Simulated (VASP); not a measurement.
# Bi (Fm-3m) in VASP: a series of runs, part 2 of 2

VASP 6.6.1. The steps go on from the part before.

## Step 3: Single point, PBE

File INCAR:

```
SYSTEM = Bi
ALGO = Normal
EDIFF = 1E-6
ENCUT = 520
GGA = PE
ISIF = 2
ISMEAR = -1
LASPH = .TRUE.
LCHARG = .FALSE.
LREAL = .FALSE.
LWAVE = .FALSE.
NBANDS = 14
NELM = 100
PREC = Accurate
SIGMA = 0.05
```

File KPOINTS:

```
k-points
0
G
  13 13 13
  0 0 0
```

File POSCAR:

```
Bi
1.0
    0.0000000000      2.5237007580      2.5237007580
    2.5237007580      0.0000000000      2.5237007580
    2.5237007580      2.5237007580      0.0000000000
Bi
1
Direct
    0.0000000000      0.0000000000      0.0000000000
```

Potentials or basis: VASP PAW PBE potentials, release 64 (Bi_d).

The run is started by

```sh
> cat potpaw_PBE.64/Bi_d/POTCAR > POTCAR
> mpirun -np 1 vasp_std > vasp.out
```

OUTCAR:

```text
SYSTEM = Bi
   EDIFF = 1E-6
   ENCUT = 520
   GGA = PE
   ISIF = 2
   ISMEAR = -1
   LASPH = .TRUE.
   LREAL = .FALSE.
   NELM = 100
   PREC = Accurate

 ion  position               nearest neighbor table
   1  0.000  0.000  0.000-

  LATTYP: Found a face centered cubic cell.
 ALAT       =     5.0474015160

  Lattice vectors:

 A1 = (   0.0000000000,   2.5237007580,   2.5237007580)
 A2 = (   2.5237007580,   0.0000000000,   2.5237007580)
 A3 = (   2.5237007580,   2.5237007580,   0.0000000000)

Analysis of symmetry for initial positions (statically):
=====================================================================
 Subroutine PRICEL returns:
 Original cell was already a primitive cell.

 Routine SETGRP: Setting up the symmetry group for a
 face centered cubic supercell.

 Subroutine GETGRP returns: Found 48 space group operations
[... 9 lines left out ...]

 Routine SETGRP: Setting up the symmetry group for a
 face centered cubic supercell.

 Subroutine GETGRP returns: Found 48 space group operations
[... 11 lines left out ...]
                                     Primitive cell

  volume of cell :      32.1472

  direct lattice vectors                    reciprocal lattice vectors
     0.000000000  2.523700758  2.523700758    -0.198121746  0.198121746  0.198121746
     2.523700758  0.000000000  2.523700758     0.198121746 -0.198121746  0.198121746
     2.523700758  2.523700758  0.000000000     0.198121746  0.198121746 -0.198121746

  length of vectors
     3.569051839  3.569051839  3.569051839     0.343156930  0.343156930  0.343156930

  position of ions in fractional coordinates (direct lattice)
     0.000000000  0.000000000  0.000000000

  ion indices of the primitive-cell ions
   primitive index   ion index
                 1           1

----------------------------------------------------------------------------------------

 KPOINTS: k-points

Automatic generation of k-mesh.
[... 89 lines left out ...]
  Thomas-Fermi vector in A             =   2.402791
   LORBIT       =      0    0 simple, 1 ext, 2 COOP (PROOUT), +10 PAW based schemes
   GGA     = PE    functional components
   LHFCALC =     F    Hartree Fock is set to
   AEXX    =    0.0000 exact exchange contribution
   IVDW    =     0    specifies the selected vdW correction
   LEPSILON=     F    determine dielectric tensor
   LRPA    =     F    only Hartree local field effects (RPA)
 non-spin polarized calculation
  energy-cutoff  :      520.00
  volume of cell :       32.15
 maximum number of plane-waves:       893
   NGX = 13   NGY = 13   NGZ = 13

 number of electron      14.9999998 magnetization

 Free energy of the ion-electron system (eV)
  ---------------------------------------------------
  ext. energy  EPLUGINS =         0.00000000
  ---------------------------------------------------
  free energy    TOTEN  =        -3.70167029 eV

  energy without entropy =       -3.69322222  energy(sigma->0) =       -3.69744625

 E-fermi :   7.5834     XC(G=0): -10.1419

 val. band max:        7.5684581596   @ k =   0.4615   0.2308   0.0000
 cond. band min:       7.5892579900   @ k =  -0.4615   0.4615   0.0769
 fundamental gap:      0.0207998304
 Fermi energy:         7.5834251898

 k-point     1 :       0.0000    0.0000    0.0000
  band No.  band energies     occupation
      1     -15.4788      2.00000
      2     -15.4788      2.00000
      3     -15.4788      2.00000
      4     -15.4169      2.00000
      5     -15.4169      2.00000
      6      -5.7844      2.00000
      7      12.3320      0.00000
      8      12.3320      0.00000
      9      12.3320      0.00000
     10      16.0753      0.00000
     11      16.6847      0.00000
     12      18.2400      0.00000
     13      18.2400      0.00000
     14      18.2400      0.00000
[... 377 lines left out ...]
      1     -15.4849      2.00000
      2     -15.4524      2.00000
      3     -15.4436      2.00000
      4     -15.3816      2.00000
      5     -15.3490      2.00000
      6      -3.1824      2.00000
      7       3.5091      2.00000
      8       8.8005      0.00000
      9       9.8666      0.00000
     10      14.1245      0.00000
     11      17.5327      0.00000
     12      18.9492      0.00000
     13      19.7306      0.00000
     14      20.4337      0.00000

 [... further k-points ...]

------------------------ aborting loop because EDIFF is reached ----------------------------------------

  FORCE on cell =-STRESS in cart. coord.  units (eV):
  Direction    XX          YY          ZZ          XY          YZ          ZX
  --------------------------------------------------------------------------------------
  -------------------------------------------------------------------------------------
  Total       -0.1243950     -0.1243950     -0.1243950     -0.0000000     -0.0000000     -0.0000000
  in kB       -6.1996915     -6.1996915     -6.1996915     -0.0000000     -0.0000000     -0.0000000
  external PRESSURE =      -6.1996915 kB  Pullay stress =       0.0000000 kB

 VOLUME and BASIS-vectors are now :
 -----------------------------------------------------------------------------
  energy-cutoff  :      520.00
  volume of cell :       32.15
      direct lattice vectors                 reciprocal lattice vectors
     0.000000000  2.523700758  2.523700758    -0.198121746  0.198121746  0.198121746
     2.523700758  0.000000000  2.523700758     0.198121746 -0.198121746  0.198121746
     2.523700758  2.523700758  0.000000000     0.198121746  0.198121746 -0.198121746

 POSITION                                       TOTAL-FORCE (eV/Angst)
 -----------------------------------------------------------------------------------
      0.00000      0.00000      0.00000         0.000000      0.000000      0.000000
 -----------------------------------------------------------------------------------
    total drift:                               -0.000000     -0.000000     -0.000000

  FREE ENERGIE OF THE ION-ELECTRON SYSTEM (eV)
  ---------------------------------------------------
  free  energy   TOTEN  =        -3.7016702923 eV

  energy  without entropy=       -3.6932222177  energy(sigma->0) =       -3.69744625
```

Wall time 17 s (1 thread of Intel Xeon 6975P-C, shared host); peak memory 0.18 GiB.

What came out:

```yaml
Free_energy: -3.7017 eV
Pressure: -0.6 GPa
```

Levels at points of the mesh, in eV from the Fermi level:
```
           k point  band 5  band 6  band 7  band 8  band 9  band 10
(0.00, 0.00, 0.00)  -23.00  -13.37    4.75    4.75    4.75     8.49
```

Caveat: spin-orbit coupling is left out, which moves the levels of the heavy elements.

## Step 4: Relaxation of cell and atoms, PBE, target pressure -0.57 GPa, at which the enthalpy is minimised

File INCAR:

```
SYSTEM = Bi
ALGO = Normal
EDIFF = 1E-6
EDIFFG = -0.005
ENCUT = 600
GGA = PE
IBRION = 2
ISIF = 3
ISMEAR = -1
LASPH = .True.
LCHARG = .False.
LREAL = .False.
LWAVE = .False.
NELM = 100
NSW = 60
PREC = Accurate
PSTRESS = -5.699999999999999
SIGMA = 0.05
```

File KPOINTS:

```
k-points
0
Gamma
  13 13 13
  0 0 0
```

POSCAR is that of step 3.

Potentials or basis: VASP PAW PBE potentials, release 64 (Bi_d).

The run is started by

```sh
> cat potpaw_PBE.64/Bi_d/POTCAR > POTCAR
> mpirun -np 1 vasp_std > vasp.out
```

OUTCAR:

```text
SYSTEM = Bi
   EDIFF = 1E-6
   EDIFFG = -0.005
   ENCUT = 600
   GGA = PE
   IBRION = 2
   ISIF = 3
   ISMEAR = -1
   LASPH = .True.
   LREAL = .False.
   NELM = 100
   NSW = 60
   PREC = Accurate
   PSTRESS = -5.699999999999999

 ion  position               nearest neighbor table
   1  0.000  0.000  0.000-

  LATTYP: Found a face centered cubic cell.
 ALAT       =     5.0474015160

  Lattice vectors:

 A1 = (   0.0000000000,   2.5237007580,   2.5237007580)
 A2 = (   2.5237007580,   0.0000000000,   2.5237007580)
 A3 = (   2.5237007580,   2.5237007580,   0.0000000000)

Analysis of symmetry for initial positions (statically):
=====================================================================
 Subroutine PRICEL returns:
 Original cell was already a primitive cell.

 Routine SETGRP: Setting up the symmetry group for a
 face centered cubic supercell.

 Subroutine GETGRP returns: Found 48 space group operations
[... 9 lines left out ...]

 Routine SETGRP: Setting up the symmetry group for a
 face centered cubic supercell.

 Subroutine GETGRP returns: Found 48 space group operations
[... 11 lines left out ...]
                                     Primitive cell

  volume of cell :      32.1472

  direct lattice vectors                    reciprocal lattice vectors
     0.000000000  2.523700758  2.523700758    -0.198121746  0.198121746  0.198121746
     2.523700758  0.000000000  2.523700758     0.198121746 -0.198121746  0.198121746
     2.523700758  2.523700758  0.000000000     0.198121746  0.198121746 -0.198121746

  length of vectors
     3.569051839  3.569051839  3.569051839     0.343156930  0.343156930  0.343156930

  position of ions in fractional coordinates (direct lattice)
     0.000000000  0.000000000  0.000000000

  ion indices of the primitive-cell ions
   primitive index   ion index
                 1           1

----------------------------------------------------------------------------------------

 KPOINTS: k-points

Automatic generation of k-mesh.
 Grid dimensions read from file:
 generate k-points for:   13   13   13

 Generating k-lattice:

  Cartesian coordinates                     Fractional coordinates (reciprocal lattice)
    -0.015240134  0.015240134  0.015240134     0.076923077  0.000000000  0.000000000
     0.015240134 -0.015240134  0.015240134     0.000000000  0.076923077  0.000000000
     0.015240134  0.015240134 -0.015240134     0.000000000  0.000000000  0.076923077

  Length of vectors
     0.026396687  0.026396687  0.026396687

  Shift w.r.t. Gamma in fractional coordinates (k-lattice)
     0.000000000  0.000000000  0.000000000

 Subroutine IBZKPT returns following result:
 ===========================================

 Found     84 irreducible k-points:

 Following reciprocal coordinates:
            Coordinates               Weight
  0.000000  0.000000  0.000000      1.000000
  0.076923  0.000000  0.000000      8.000000
  0.153846  0.000000  0.000000      8.000000
  0.230769  0.000000  0.000000      8.000000
  0.307692  0.000000  0.000000      8.000000
  0.384615  0.000000  0.000000      8.000000
[... 16 lines left out ...]
  0.384615  0.153846  0.000000     24.000000
  0.461538  0.153846  0.000000     24.000000
 [... further k-points ...]
   k-points           NKPTS =     84   k-points in BZ     NKDIM =     84   number of bands    NBANDS=     11
   number of dos      NEDOS =    301   number of ions     NIONS =      1
   total plane-waves  NPLWV =  27000
   dimension x,y,z NGX =    30 NGY =   30 NGZ =   30
   dimension x,y,z NGXF=    60 NGYF=   60 NGZF=   60
   ions per type =               1
   NGX,Y,Z   is equivalent  to a cutoff of  13.97, 13.97, 13.97 a.u.
   NGXF,Y,Z  is equivalent  to a cutoff of  27.95, 27.95, 27.95 a.u.
 SYSTEM =  Bi
   PREC   = accura    normal or accurate (medium, high low for compatibility)
   ISTART =      0    job   : 0-new  1-cont  2-samecut
   ICHARG =      2    charge: 1-file 2-atom 10-const
   ISPIN  =      1    spin polarized calculation?
   LNONCOLLINEAR =      F non collinear calculations
   LSORBIT =      F    spin-orbit coupling
   LASPH  =      T    aspherical Exc in radial PAW
   ENCUT  =  600.0 eV  44.10 Ry    6.64 a.u.   7.13  7.13  7.13*2*pi/ulx,y,z
   NELM   =    100;   NELMIN=  2; NELMDL= -5     # of ELM steps
   EDIFF  = 0.1E-05   stopping-criterion for ELM
   LREAL  =      F    real-space projection
   EDIFFG = -.5E-02   stopping-criterion for IOM
   NSW    =     60    number of steps for IOM
   IBRION =      2    ionic relax: 0-MD 1-quasi-New 2-CG
   NFREE  =      1    steps in history (QN), initial steepest desc. (CG)
   ISIF   =      3    stress and relaxation
   ISYM   =      2    0-nonsym 1-usesym 2-fastsym
   POTIM  = 0.5000    time-step for ionic-motion
   TEBEG  =    0.0;   TEEND  =   0.0 temperature during run
   PSTRESS=   -5.7 pullay stress
   NELECT =      15.0000    total number of electrons
   NUPDOWN=      -1.0000    fix difference up-down
   EMIN   =  10.00;   EMAX   =-10.00  energy-range for DOS
   EFERMI =   0.00;   METHOD = LEGACY
   ISMEAR =    -1;   SIGMA  =   0.05  broadening in eV -4-tet -1-fermi 0-gaus
   EFERMI_NEDOS =   21; number of points for ismear=-14 and -15
   IALGO  =     38    algorithm
   IMIX   =      4    mixing-type and parameters
     AMIX     =   0.40;   BMIX     =  1.00
     AMIX_MAG =   1.60;   BMIX_MAG =  1.00
  volume/ion in A,a.u.               =      32.15       216.94
  Fermi-wavevector in a.u.,A,eV,Ry     =   1.269767  2.399512 21.936788  1.612308
  Thomas-Fermi vector in A             =   2.402791
   LORBIT       =      0    0 simple, 1 ext, 2 COOP (PROOUT), +10 PAW based schemes
   GGA     = PE    functional components
   LHFCALC =     F    Hartree Fock is set to
   AEXX    =    0.0000 exact exchange contribution
   IVDW    =     0    specifies the selected vdW correction
   LEPSILON=     F    determine dielectric tensor
   LRPA    =     F    only Hartree local field effects (RPA)
 conjugate gradient relaxation of ions
 non-spin polarized calculation
  energy-cutoff  :      600.00
  volume of cell :       32.15
 maximum number of plane-waves:      1086
 NGX is ok and might be reduce to    30
   NGX = 15   NGY = 15   NGZ = 15

 number of electron      15.0000001 magnetization

 Free energy of the ion-electron system (eV)
  ---------------------------------------------------
  ext. energy  EPLUGINS =         0.00000000
  ---------------------------------------------------
  free energy    TOTEN  =        -3.70172093 eV

  energy without entropy =       -3.69327191  energy(sigma->0) =       -3.69749642

 E-fermi :   7.5833     XC(G=0): -10.1416

 val. band max:        7.5683584914   @ k =   0.4615   0.2308   0.0000
 cond. band min:       7.5891035662   @ k =  -0.4615   0.4615   0.0769
 fundamental gap:      0.0207450749
 Fermi energy:         7.5833080229

 k-point     1 :       0.0000    0.0000    0.0000
  band No.  band energies     occupation
      1     -15.4779      2.00000
      2     -15.4779      2.00000
      3     -15.4779      2.00000
      4     -15.4160      2.00000
      5     -15.4160      2.00000
      6      -5.7846      2.00000
      7      12.3316      0.00000
      8      12.3316      0.00000
      9      12.3316      0.00000
     10      16.0758      0.00000
     11      16.6853      0.00000

 k-point     2 :       0.0769    0.0000    0.0000
  band No.  band energies     occupation
      1     -15.4772      2.00000
      2     -15.4738      2.00000
      3     -15.4738      2.00000
      4     -15.4160      2.00000
      5     -15.4160      2.00000
      6      -5.6867      2.00000
      7      11.1795      0.00000
      8      12.2164      0.00000
      9      12.2164      0.00000
     10      16.0821      0.00000
     11      16.9216      0.00000
[... 295 lines left out ...]
 k-point    24 :       0.4615    0.1538    0.0000
  band No.  band energies     occupation
      1     -15.4841      2.00000
      2     -15.4516      2.00000
      3     -15.4428      2.00000
      4     -15.3808      2.00000
      5     -15.3482      2.00000
      6      -3.1827      2.00000
      7       3.5091      2.00000
      8       8.8004      0.00000
      9       9.8663      0.00000
     10      14.1250      0.00000
     11      17.5330      0.00000

 [... further k-points ...]

------------------------ aborting loop because EDIFF is reached ----------------------------------------

  FORCE on cell =-STRESS in cart. coord.  units (eV):
  Direction    XX          YY          ZZ          XY          YZ          ZX
  --------------------------------------------------------------------------------------
  -------------------------------------------------------------------------------------
  Total       -0.1096501     -0.1096501     -0.1096501     -0.0000000      0.0000000      0.0000000
  in kB       -5.4648199     -5.4648199     -5.4648199     -0.0000000      0.0000000      0.0000000
  external PRESSURE =       0.2351801 kB  Pullay stress =      -5.7000000 kB

 VOLUME and BASIS-vectors are now :
 -----------------------------------------------------------------------------
  energy-cutoff  :      600.00
  volume of cell :       32.15
      direct lattice vectors                 reciprocal lattice vectors
     0.000000000  2.523700758  2.523700758    -0.198121746  0.198121746  0.198121746
     2.523700758  0.000000000  2.523700758     0.198121746 -0.198121746  0.198121746
     2.523700758  2.523700758  0.000000000     0.198121746  0.198121746 -0.198121746

 POSITION                                       TOTAL-FORCE (eV/Angst)
 -----------------------------------------------------------------------------------
      0.00000      0.00000      0.00000         0.000000      0.000000      0.000000
 -----------------------------------------------------------------------------------
    total drift:                               -0.000000     -0.000000      0.000000

  FREE ENERGIE OF THE ION-ELECTRON SYSTEM (eV)
  ---------------------------------------------------
  free  energy   TOTEN  =        -3.7017209317 eV

  energy  without entropy=       -3.6932719091  energy(sigma->0) =       -3.69749642

  enthalpy is  TOTEN    =        -3.8160898052 eV   P V=       -0.1143688735

 reached required accuracy - stopping structural energy minimisation
```

CONTCAR:

```text
Bi
   1.00000000000000
     0.0000000000000000    2.5237007579999999    2.5237007579999999
     2.5237007579999999    0.0000000000000000    2.5237007579999999
     2.5237007579999999    2.5237007579999999    0.0000000000000000
  Bi
     1
Direct
     0.0000000000000000    0.0000000000000000    0.0000000000000000

  0.00000000E+00  0.00000000E+00  0.00000000E+00
```

Run time: 18 s. Hardware: 1 thread of Intel Xeon 6975P-C, shared host; peak memory 0.19 GiB.

What came out:

```yaml
Free_energy: -3.7017 eV
Pressure_after_relaxing: -0.5 GPa
```

Final structure:
```yaml
crystal:
  lattice:
    - [0.00000, 2.52370, 2.52370]
    - [2.52370, 0.00000, 2.52370]
    - [2.52370, 2.52370, 0.00000]
  atoms:
    - { symbol: Bi, position: [0.00000, 0.00000, 0.00000] }
```

Levels at points of the mesh, in eV from the Fermi level:
| k point | band 4 | band 5 | band 6 | band 7 | band 8 | band 9 | band 10 | band 11 |
| --- | --- | --- | --- | --- | --- | --- | --- | --- |
| (0.00, 0.00, 0.00) | -23.00 | -23.00 | -13.37 | 4.75 | 4.75 | 4.75 | 8.49 | 9.10 |

Caveat: the relaxation stopped at its first step, so nothing moved; the cell is relaxed towards a set pressure, so the enthalpy falls and the energy may rise; spin-orbit coupling is left out, which moves the levels of the heavy elements.
